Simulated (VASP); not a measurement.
# SnO in VASP: a series of runs, part 2 of 2

VASP 6.6.1. The steps go on from the part before.

## Step 3: Single point, PBE (one atom moved)

File INCAR:

```
SYSTEM = SnO
  PREC = Accurate
  ENCUT = 520
  EDIFF = 1E-6
  ISMEAR = 0
  SIGMA = 0.02
  LREAL = .False.
  LASPH = .True.
  NELM = 100
  ALGO = Normal
  ISIF = 2
  LWAVE = .False.
  LCHARG = .True.
  GGA = PE
  LELF = .True.
  LVHAR = .True.
  NBANDS = 28
```

File KPOINTS:

```
regular mesh
0
Gamma
  8 6 6
  0 0 0
```

File POSCAR:

```
SnO
1.0
    3.3550050000      0.0000000000      0.0000000000
    0.0000000000      5.6741040000      0.0000000000
    0.0000000000      0.0000000000      4.2219700000
Sn O
2 2
Direct
    0.0000000000      0.2319090000      0.5131440000
    0.5000000000      0.7680910000      0.0131440000
    0.0000000000      0.8912500000      0.7901496572
    0.5000000000      0.1087500000      0.2368570000
```

Potentials or basis: VASP PAW PBE potentials, release 64 (Sn_d, O).

On the command line:

```console
$ cat potpaw_PBE.64/Sn_d/POTCAR potpaw_PBE.64/O/POTCAR > POTCAR
$ mpirun -np 1 vasp_std > vasp.out
```

OUTCAR:

```text
SYSTEM = SnO
   PREC = Accurate
   ENCUT = 520
   EDIFF = 1E-6
   ISMEAR = 0
   LREAL = .False.
   LASPH = .True.
   NELM = 100
   ISIF = 2
   GGA = PE

 ion  position               nearest neighbor table
   1  0.000  0.232  0.513-   4 2.16   4 2.16   3 2.26
   2  0.500  0.768  0.013-   3 2.05   3 2.05   4 2.15
   3  0.000  0.891  0.790-   2 2.05   2 2.05   1 2.26
   4  0.500  0.109  0.237-   2 2.15   1 2.16   1 2.16

  LATTYP: Found a simple orthorhombic cell.
 ALAT       =     3.3550050000
 B/A-ratio  =     1.2584094510
 C/A-ratio  =     1.6912356315

  Lattice vectors:

 A1 = (  -3.3550050000,   0.0000000000,   0.0000000000)
 A2 = (   0.0000000000,   0.0000000000,   4.2219700000)
 A3 = (   0.0000000000,   5.6741040000,   0.0000000000)

Analysis of symmetry for initial positions (statically):
=====================================================================
 Subroutine PRICEL returns:
 Original cell was already a primitive cell.

 Routine SETGRP: Setting up the symmetry group for a
 simple orthorhombic supercell.

 Subroutine GETGRP returns: Found  2 space group operations
 (whereof  2 operations were pure point group operations)
[... 169 lines left out ...]
 E-fermi :   5.1821     XC(G=0):  -9.5164

 val. band max:        5.0406154981   @ k =   0.0000   0.0000   0.0000
 cond. band min:       6.4304247076   @ k =   0.3750   0.5000   0.0000
 fundamental gap:      1.3898092095
 Fermi energy:         5.1820856529

 k-point     1 :       0.0000    0.0000    0.0000
  band No.  band energies     occupation
      1     -16.4166      2.00000
      2     -16.0999      2.00000
      3     -15.9899      2.00000
      4     -15.9777      2.00000
      5     -15.9402      2.00000
      6     -15.9244      2.00000
[... 733 lines left out ...]
     27      13.7895      0.00000
     28      14.7499      0.00000

 [... further k-points ...]

------------------------ aborting loop because EDIFF is reached ----------------------------------------

  FORCE on cell =-STRESS in cart. coord.  units (eV):
  Direction    XX          YY          ZZ          XY          YZ          ZX
  --------------------------------------------------------------------------------------
  -------------------------------------------------------------------------------------
  Total        2.6650816      0.8148851      1.3021475      0.0000000     -0.0018833      0.0000000
  in kB       53.1270245     16.2443133     25.9576363      0.0000000     -0.0375433      0.0000000
  external PRESSURE =      31.7763247 kB  Pullay stress =       0.0000000 kB

 VOLUME and BASIS-vectors are now :
 -----------------------------------------------------------------------------
  energy-cutoff  :      520.00
  volume of cell :       80.37
      direct lattice vectors                 reciprocal lattice vectors
     3.355005000  0.000000000  0.000000000     0.298062149  0.000000000  0.000000000
     0.000000000  5.674104000  0.000000000     0.000000000  0.176239279  0.000000000
     0.000000000  0.000000000  4.221970000     0.000000000  0.000000000  0.236856254

 POSITION                                       TOTAL-FORCE (eV/Angst)
 -----------------------------------------------------------------------------------
      0.00000      1.31588      2.16648         0.000000     -0.075533      0.147480
      1.67750      4.35823      0.05549         0.000000     -0.902925      1.182107
      0.00000      5.05705      3.33599         0.000000      1.088337     -1.740501
      1.67750      0.61706      1.00000         0.000000     -0.109879      0.410915
 -----------------------------------------------------------------------------------
    total drift:                                0.000000      0.000112      0.000051

  FREE ENERGIE OF THE ION-ELECTRON SYSTEM (eV)
  ---------------------------------------------------
  free  energy   TOTEN  =       -22.2498394662 eV

  energy  without entropy=      -22.2498394662  energy(sigma->0) =      -22.24983947
```

OSZICAR:

```text
N       E                     dE             d eps       ncg     rms          rms(c)
DAV:   1     0.437094043070E+03    0.43709E+03   -0.20309E+04  5836   0.210E+03
DAV:   2     0.427709168701E+02   -0.39432E+03   -0.37772E+03  5860   0.547E+02
DAV:   3    -0.229614511177E+02   -0.65732E+02   -0.64721E+02  6376   0.188E+02
DAV:   4    -0.262204209167E+02   -0.32590E+01   -0.32427E+01  6496   0.455E+01
DAV:   5    -0.263018365655E+02   -0.81416E-01   -0.81400E-01  6244   0.771E+00    0.121E+01
DAV:   6    -0.223235802904E+02    0.39783E+01   -0.18176E+01  8980   0.492E+01    0.535E+00
DAV:   7    -0.222795049823E+02    0.44075E-01   -0.22942E+00  6616   0.945E+00    0.263E+00
DAV:   8    -0.222574797801E+02    0.22025E-01   -0.32610E-01  7652   0.423E+00    0.846E-01
DAV:   9    -0.222485780999E+02    0.89017E-02   -0.45938E-02  8576   0.228E+00    0.243E-01
DAV:  10    -0.222494782886E+02   -0.90019E-03   -0.65439E-03  6080   0.627E-01    0.139E-01
DAV:  11    -0.222498816065E+02   -0.40332E-03   -0.74870E-04  7536   0.265E-01    0.539E-02
DAV:  12    -0.222498320417E+02    0.49565E-04   -0.21318E-04  8432   0.167E-01    0.132E-02
DAV:  13    -0.222498408111E+02   -0.87693E-05   -0.60519E-05  6708   0.546E-02    0.127E-02
DAV:  14    -0.222498394494E+02    0.13616E-05   -0.95109E-06  7632   0.321E-02    0.302E-03
DAV:  15    -0.222498394662E+02   -0.16739E-07   -0.10379E-06  4224   0.897E-03
   1 F= -.22249839E+02 E0= -.22249839E+02  d E =-.730086E-26
```

stdout:

```text
POSCAR found type information on POSCAR SnO
 POSCAR found :  2 types and       4 ions
 scaLAPACK will be used
 LDA part: xc-table for (Slater+PW92), standard interpolation
 POSCAR, INCAR and KPOINTS ok, starting setup
 FFT: planning ... GRIDC
 FFT: planning ... GRID_SOFT
 FFT: planning ... GRID
 WAVECAR not read
 entering main loop
```

It took 2.6 min on 1 thread of AMD EPYC 7R13 (Zen 3), shared host; peak memory 0.28 GiB.

Results:

```yaml
Free_energy: -22.2498 eV
Pressure: 3.2 GPa
Largest_force: 2.053 eV/Å
Band_gap_on_the_k_mesh: 1.39 eV (least direct gap 2.11 eV)
```

Forces on the atoms (eV/Å):
```
Sn   0.000 -0.076  0.147
Sn   0.000 -0.903  1.182
O    0.000  1.088 -1.741
O    0.000 -0.110  0.411
```

Caveat: the cell differs from its parent crystal (one atom moved); the cell stands under pressure; spin-orbit coupling is left out, which moves the levels of the heavy elements; forces of over 1 eV/Å act on the atoms, so gaps and moduli don't describe the material at rest. A k mesh can miss the band edges.

## Step 4: Single point, PBE (strained and its atoms moved)

File INCAR:

```
ALGO = Normal
EDIFF = 1E-6
ENCUT = 520
GGA = PE
ISIF = 2
ISMEAR = 0
LASPH = T
LCHARG = T
LELF = T
LREAL = F
LVHAR = T
LWAVE = F
NBANDS = 28
NELM = 60
PREC = Accurate
SIGMA = 0.02
```

File KPOINTS:

```
k-points
0
Gamma
  8 6 6
```

File POSCAR:

```
SnO
1.0
    3.4893394002      0.0092598138      0.0000000000
    0.0156605270      5.8788256723      0.0000000000
    0.0000000000      0.0000000000      4.4459877282
Sn O
2 2
Direct
    0.0023577507      0.2376603204      0.5045370139
    0.4976422493      0.7623396796      0.0045370139
   -0.0095965051      0.8998747645      0.7454639861
    0.5095965051      0.1001252355      0.2454639861
```

Potentials or basis: VASP PAW PBE potentials, release 64 (Sn_d, O).

On the command line:

```console
$ cat potpaw_PBE.64/Sn_d/POTCAR potpaw_PBE.64/O/POTCAR > POTCAR
$ mpirun -np 1 vasp_std > vasp.out
```

OUTCAR:

```text
EDIFF = 1E-6
   ENCUT = 520
   GGA = PE
   ISIF = 2
   ISMEAR = 0
   LASPH = T
   LREAL = F
   NELM = 60
   PREC = Accurate

 ion  position               nearest neighbor table
   1  0.002  0.238  0.505-   4 2.23   3 2.26   4 2.26
   2  0.498  0.762  0.005-   3 2.23   4 2.26   3 2.26
   3  0.990  0.900  0.745-   2 2.23   1 2.26   2 2.26
   4  0.510  0.100  0.245-   1 2.23   2 2.26   1 2.26

[... 947 lines left out ...]

  FORCE on cell =-STRESS in cart. coord.  units (eV):
  Direction    XX          YY          ZZ          XY          YZ          ZX
  --------------------------------------------------------------------------------------
  -------------------------------------------------------------------------------------
  Total       -4.5021927     -4.5777281     -2.8613634     -0.2227862      0.0000000      0.0000000
  in kB      -79.0925686    -80.4195412    -50.2671901     -3.9138117      0.0000000      0.0000000
  external PRESSURE =     -69.9264333 kB  Pullay stress =       0.0000000 kB

 VOLUME and BASIS-vectors are now :
 -----------------------------------------------------------------------------
  energy-cutoff  :      520.00
  volume of cell :       91.20
      direct lattice vectors                 reciprocal lattice vectors
     3.489339400  0.009259814  0.000000000     0.286589224 -0.000763441  0.000000000
     0.015660527  5.878825672  0.000000000    -0.000451410  0.170103202  0.000000000
     0.000000000  0.000000000  4.445987728     0.000000000  0.000000000  0.224921898

 POSITION                                       TOTAL-FORCE (eV/Angst)
 -----------------------------------------------------------------------------------
      0.01195      1.39719      2.24317         0.001085     -1.698741     -0.394616
      1.74838      4.48627      0.02017        -0.001085      1.698741     -0.394616
      3.46995      5.29938      3.31432         0.185632     -0.019981      0.394616
      1.77972      0.59334      1.09133        -0.185632      0.019981      0.394616
 -----------------------------------------------------------------------------------
    total drift:                                0.000000     -0.000000      0.000512

  FREE ENERGIE OF THE ION-ELECTRON SYSTEM (eV)
  ---------------------------------------------------
  free  energy   TOTEN  =       -22.1791944445 eV

  energy  without entropy=      -22.1791944445  energy(sigma->0) =      -22.17919444
```

Wall time 3.8 min (1 thread of AMD EPYC 7R13 (Zen 3), shared host); peak memory 0.32 GiB.

Results:

- Free energy: -22.1792 eV
- Pressure: -7.0 GPa
- Largest force: 1.744 eV/Å
- Band gap on the k mesh: 1.48 eV (least direct gap 2.20 eV)

Forces in eV/Å, atoms in the order of the input:
```
Sn   0.001 -1.699 -0.395
Sn  -0.001  1.699 -0.395
O    0.186 -0.020  0.395
O   -0.186  0.020  0.395
```

Stress tensor (GPa, compression positive):
```
-7.91 -0.39  0.00
-0.39 -8.04  0.00
 0.00  0.00 -5.03
```

Caveat: the cell differs from its parent crystal (strained and its atoms moved); the cell stands under tension; spin-orbit coupling is left out, which moves the levels of the heavy elements; forces of over 1 eV/Å act on the atoms, so gaps and moduli don't describe the material at rest.

## Step 5: Summary

| cell | gap on the mesh (eV) | pressure (GPa) | largest force (eV/Å) |
| --- | --- | --- | --- |
| a = 3.283, b = 5.640, c = 4.192 Å, 4 atoms, strained | 1.50 | 35.6 | 12.49 |
| a = 3.355, b = 5.674, c = 4.222 Å, 4 atoms, one atom moved | 1.39 | 3.2 | 2.05 |
| a = 3.489, b = 5.879, c = 4.446 Å, angles 90.0, 90.0, 89.7°, 4 atoms, strained and its atoms moved | 1.48 | -7.0 | 1.74 |

Alike in all rows: task single point; level PBE; potentials or basis VASP PAW PBE potentials, release 64 (Sn_d, O); no spin polarisation; k mesh 8 × 6 × 6; cutoff (eV) 520; smearing gaussian 0.02 eV.

Caveats: spin-orbit coupling is left out, which moves the levels of the heavy elements; forces of over 1 eV/Å act on the atoms, so gaps and moduli don't describe the material at rest; the stress differs along the axes, from 12 to 69 GPa (at least some runs); the cell stands under pressure (at least some runs); the cell stands under tension (at least some runs).

Total energies depend on the potentials used, so only differences within one code and one set of settings carry meaning.
